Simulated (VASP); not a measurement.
# CoPdO2 (R-3m) in VASP: further runs, part 2 of 2

VASP 6.6.1.

**5. Single point, PBEsol, collinear spin, ferromagnetic start (9.94 Å³/atom)**

This run uses another cell than the first one, of 9.94 Å³/atom.

Input file INCAR:

```
PREC = Accurate ; ENCUT = 520
EDIFF = 1E-6 ; ISMEAR = -1
SIGMA = 0.05 ; LREAL = False
LASPH = True ; NELM = 150
ALGO = Normal ; ISIF = 2
LWAVE = False ; LCHARG = False
ISPIN = 2 ; MAGMOM = 0 2 0 0
LORBIT = 11 ; LMAXMIX = 4
GGA = PS ; NBANDS = 28
```

Input file KPOINTS:

```
Automatic mesh
0
Gamma
  11 11 11
```

Input file POSCAR:

```
CoPdO2
1.0
    1.4024635453      0.8097127054      5.8361502750
   -1.4024635453      0.8097127054      5.8361502750
    0.0000000000     -1.6194254107      5.8361502750
Pd Co O
1 1 2
Direct
    0.0000000000      0.0000000000      0.0000000000
    0.5000000000      0.5000000000      0.5000000000
    0.1124760000      0.1124760000      0.1124760000
    0.8875240000      0.8875240000      0.8875240000
```

Potentials or basis: VASP PAW PBE potentials, release 64 (Pd, Co, O).

Run with:

```sh
> cat potpaw_PBE.64/Pd/POTCAR potpaw_PBE.64/Co/POTCAR potpaw_PBE.64/O/POTCAR > POTCAR
> mpirun -np 1 vasp_std > vasp.out
```

OUTCAR:

```text
PREC = Accurate
   ENCUT = 520
   EDIFF = 1E-6
   ISMEAR = -1
   LREAL = False
   LASPH = True
   NELM = 150
   ISIF = 2
   ISPIN = 2
   LORBIT = 11
   GGA = PS

 ion  position               nearest neighbor table
   1  0.000  0.000  0.000-   3 1.97   4 1.97
   2  0.500  0.500  0.500-   3 1.88   4 1.88   3 1.88   3 1.88   4 1.88   4 1.88
   3  0.112  0.112  0.112-   2 1.88   2 1.88   2 1.88   1 1.97
   4  0.888  0.888  0.888-   2 1.88   2 1.88   2 1.88   1 1.97

  LATTYP: Found a trigonal (rhomboedric) cell.
 ALAT       =     6.0566648160
 COS(alpha) =     0.8927626487

  Lattice vectors:

 A1 = (   1.4024635453,   0.8097127054,   5.8361502750)
 A2 = (  -1.4024635453,   0.8097127054,   5.8361502750)
 A3 = (   0.0000000000,  -1.6194254107,   5.8361502750)

Analysis of symmetry for initial positions (statically):
=====================================================================
 Subroutine PRICEL returns:
 Original cell was already a primitive cell.

 Routine SETGRP: Setting up the symmetry group for a
 trigonal (rhombohedral) supercell.

 Subroutine GETGRP returns: Found 12 space group operations
 (whereof 12 operations were pure point group operations)
 out of a pool of 12 trial point group operations.

The static configuration has the point symmetry D_3d.

Analysis of symmetry for dynamics (positions and initial velocities):
=====================================================================
 Subroutine PRICEL returns:
 Original cell was already a primitive cell.

 Routine SETGRP: Setting up the symmetry group for a
 trigonal (rhombohedral) supercell.

 Subroutine GETGRP returns: Found 12 space group operations
 (whereof 12 operations were pure point group operations)
 out of a pool of 12 trial point group operations.

The dynamic configuration has the point symmetry D_3d.

Analysis of structural, dynamic, and magnetic symmetry:
=====================================================================
[... 165 lines left out ...]

 val. band max:        7.9959213843   @ k =  -0.1818   0.1818   0.0000
 cond. band min:       8.4349385987   @ k =   0.4545   0.4545   0.0000
 fundamental gap:      0.4390172145
 Fermi energy:         8.1278553421

 spin component 1

 k-point     1 :       0.0000    0.0000    0.0000
  band No.  band energies     occupation
      1     -13.0806      1.00000
      2     -11.0038      1.00000
      3      -0.7800      1.00000
      4       1.7952      1.00000
      5       1.7952      1.00000
      6       2.8766      1.00000
[... 709 lines left out ...]
     26      26.6006      0.00000
     27      27.0819      0.00000

 [... further k-points ...]

 spin component 2

 k-point     1 :       0.0000    0.0000    0.0000
  band No.  band energies     occupation
      1     -13.0806      1.00000
      2     -11.0038      1.00000
      3      -0.7800      1.00000
      4       1.7952      1.00000
      5       1.7952      1.00000
      6       2.8766      1.00000
[... 709 lines left out ...]
     26      26.6006      0.00000
     27      27.0819      0.00000

 [... further k-points ...]

 [bands above 27 left out]

------------------------ aborting loop because EDIFF is reached ----------------------------------------

  FORCE on cell =-STRESS in cart. coord.  units (eV):
  Direction    XX          YY          ZZ          XY          YZ          ZX
  --------------------------------------------------------------------------------------
  -------------------------------------------------------------------------------------
  Total        0.6178439      0.6178439      1.1095155     -0.0000000      0.0000000     -0.0000000
  in kB       24.8936810     24.8936810     44.7037243     -0.0000000      0.0000000     -0.0000000
  external PRESSURE =      31.4970288 kB  Pullay stress =       0.0000000 kB

 VOLUME and BASIS-vectors are now :
 -----------------------------------------------------------------------------
  energy-cutoff  :      520.00
  volume of cell :       39.76
      direct lattice vectors                 reciprocal lattice vectors
     1.402463545  0.809712705  5.836150275     0.356515506  0.205834323  0.057115276
    -1.402463545  0.809712705  5.836150275    -0.356515506  0.205834323  0.057115276
     0.000000000 -1.619425411  5.836150275     0.000000000 -0.411668646  0.057115276

 POSITION                                       TOTAL-FORCE (eV/Angst)
 -----------------------------------------------------------------------------------
      0.00000      0.00000      0.00000         0.000000     -0.000000     -0.000000
      0.00000      0.00000      8.75423         0.000000     -0.000000      0.000000
      0.00000      0.00000      1.96928         0.000000     -0.000000     -0.027945
      0.00000      0.00000     15.53917         0.000000      0.000000      0.027945
 -----------------------------------------------------------------------------------
    total drift:                                0.000000      0.000000     -0.000000

  FREE ENERGIE OF THE ION-ELECTRON SYSTEM (eV)
  ---------------------------------------------------
  free  energy   TOTEN  =       -27.7705639049 eV

  energy  without entropy=      -27.7683620257  energy(sigma->0) =      -27.76946297

 total charge

# of ion       s       p       d       tot
------------------------------------------
    1        0.494   0.518   8.468   9.480
    2        0.456   0.722   7.389   8.567
    3        1.554   3.446   0.000   5.000
    4        1.554   3.446   0.000   5.000
--------------------------------------------------
tot          4.058   8.133  15.857  28.047

 magnetization (x)

# of ion       s       p       d       tot
------------------------------------------
    1       -0.000   0.000  -0.000  -0.000
    2       -0.000  -0.000   0.000   0.000
    3        0.000  -0.000   0.000  -0.000
    4        0.000  -0.000   0.000  -0.000
--------------------------------------------------
tot         -0.000  -0.000   0.000  -0.000
```

stdout:

```text
POSCAR found type information on POSCAR PdCoO
 POSCAR found :  3 types and       4 ions
 scaLAPACK will be used
 -----------------------------------------------------------------------------
|                                                                             |
|                                                                             |
|     You enforced a specific xc type in the INCAR file but a different       |
|     I HOPE YOU KNOW WHAT YOU ARE DOING!                                     |
|                                                                             |
 -----------------------------------------------------------------------------

 LDA part: xc-table for (Slater+PW92), standard interpolation
 POSCAR, INCAR and KPOINTS ok, starting setup
 FFT: planning ... GRIDC
 FFT: planning ... GRID_SOFT
 FFT: planning ... GRID
 WAVECAR not read
 entering main loop
```

It took 25 min on 1 thread of Oxide Virtual Turin-like, shared host; peak memory 0.56 GiB.

What came out:

```
Free energy                                           : -27.7706 eV
Pressure                                              : 3.1 GPa
Largest force                                         : 0.028 eV/Å
Net moment                                            : 0.00 μB per cell
Valence electrons inside the program's atomic spheres : Pd 9.48; Co 8.57; O 5.00
```

Forces in eV/Å, atoms in the order of the input:
```
Pd   0.000  0.000  0.000
Co   0.000  0.000  0.000
O    0.000  0.000 -0.028
O    0.000  0.000  0.028
```

Levels at points of the mesh, in eV from the Fermi level:
Spin up:
```tsv
k point	band 14	band 15	band 16	band 17	band 18	band 19
(0.00, 0.00, 0.00)	-1.40	-1.40	-0.87	2.31	2.31	3.29
```
Spin down:
| k point | band 13 | band 14 | band 15 | band 16 | band 17 | band 18 | band 19 | band 20 |
| --- | --- | --- | --- | --- | --- | --- | --- | --- |
| (0.00, 0.00, 0.00) | -1.65 | -1.40 | -1.40 | -0.87 | 2.31 | 2.31 | 3.29 | 6.48 |

Caveat: the cell stands under pressure; the moments typed at the start vanished in this run; the PAW data sets were made with another functional, which shifts forces and pressure a little; semilocal functionals often make such compounds metallic where correlation or magnetic order opens a gap, which also shifts bond lengths. With open d or f shells a metallic result of PBEsol can be an artefact of self-interaction; +U or a hybrid may open a gap.

**6. Overview**

```tsv
fixed moment (μB)	pressure (GPa)	moment (μB)	largest force (eV/Å)
1.5	5.1	1.50	0.06
0.5	0.2	0.50	0.25
4.0	19.3	4.00	2.25
```

Alike in all rows: task single point; level PBE; potentials or basis VASP PAW PBE potentials, release 64 (Pd_sv_GW, Co_sv, O); spin collinear, ferromagnetic start; cell as given; k mesh 9 × 9 × 9; cutoff (eV) 700; smearing fermi-dirac 0.05 eV.

Caveats: the total moment is fixed, so each spin has its own Fermi level and the state may be an excited one; a cell with one magnetic atom can't hold antiferromagnetic order, which such compounds often take; the cell stands under pressure (at least some runs); forces of over 1 eV/Å act on the atoms, so gaps and moduli don't describe the material at rest (at least some runs).

Absolute energies hang on the potentials; compare differences alone.
